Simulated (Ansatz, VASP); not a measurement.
# Hf2SnTe6: VASP beside Ansatz

File INCAR:

```
PREC = Accurate
ENCUT = 520
EDIFF = 1E-7
ISMEAR = 0
SIGMA = 0.2
LREAL = F
LASPH = T
NELM = 60
ALGO = Normal
ISIF = 2
LWAVE = F
LCHARG = F
GGA = PE
NBANDS = 45
```

The input KPOINTS:

```
regular mesh
0
Gamma
  6 6 1
```

POSCAR

```
Hf2SnTe6
1.0
    4.0366651944      0.0000000000      0.0000000000
   -2.0183325972      3.4958546049      0.0000000000
    0.0000000000      0.0000000000     21.7540060000
Hf Sn Te
2 1 6
Direct
    0.0000000000      0.0000000000      0.8350230000
    0.0000000000      0.0000000000      0.1649770000
    0.0000000000      0.0000000000      0.5000000000
    0.3333333333      0.6666666667      0.9152570000
    0.3333333333      0.6666666667      0.2451470000
    0.3333333333      0.6666666667      0.5835810000
    0.6666666667      0.3333333333      0.0847430000
    0.6666666667      0.3333333333      0.4164190000
    0.6666666667      0.3333333333      0.7548530000
```

Input for Ansatz:

```yaml
crystal:
  lattice:
    - [4.0366651944, 0.0, 0.0]
    - [-2.0183325972, 3.4958546049, 0.0]
    - [0.0, 0.0, 21.754006]
  atoms:
    - { symbol: Hf, position: [0.0, 0.0, 0.835023] }
    - { symbol: Hf, position: [0.0, 0.0, 0.164977] }
    - { symbol: Sn, position: [0.0, 0.0, 0.5] }
    - { symbol: Te, position: [0.3333333333, 0.6666666667, 0.915257] }
    - { symbol: Te, position: [0.3333333333, 0.6666666667, 0.245147] }
    - { symbol: Te, position: [0.3333333333, 0.6666666667, 0.583581] }
    - { symbol: Te, position: [0.6666666667, 0.3333333333, 0.084743] }
    - { symbol: Te, position: [0.6666666667, 0.3333333333, 0.416419] }
    - { symbol: Te, position: [0.6666666667, 0.3333333333, 0.754853] }
basis:
  ecutwfc: 420
kpoints:
  mp_grid: { grid: [6, 6, 1] }
hamiltonian:
  xc: pbe
scf:
  occupations: { method: gaussian, width: 0.2 }
  lower_state_search: "off"
output:
  forces: true
  stress: true
  eigenvalues: true
```

Alike in both runs: task single point; functional PBE; k mesh 6 × 6 × 1; occupations gaussian, width 0.2 eV; no spin polarisation.

|  | VASP | Ansatz |
| --- | --- | --- |
| version | VASP 6.6.1 | Ansatz 0.2.0 |
| potentials or method | VASP PAW PBE potentials, release 64 (Hf_pv, Sn_d, Te), cutoff 520 eV | scalar-relativistic, plane waves, PAW |
| valence electrons in the cell | 70 | 162 |

Ansatz gave:

```
gap on the k mesh at the Fermi level (eV)                     : none
pressure (GPa)                                                : 0.0
traceless stress, the component that is largest in VASP (GPa) : 0.20
rms of the force components (eV/Å)                            : 0.010
```

**Question.** Which values does VASP return?

**Answer.** gap on the k mesh at the Fermi level (eV): none; pressure (GPa): -0.1; traceless stress, the component that is largest in VASP (GPa): 0.21; rms of the force components (eV/Å): 0.008.

Atom by atom the forces differ by 0.011 eV/Å (rms over components). A gap of «none» marks a metal or a gap that the smearing closes. VASP's potentials hold 70 valence electrons a cell and Ansatz's 162, so a difference there can come from the potentials and not from the codes.

Spin-orbit coupling is off throughout.
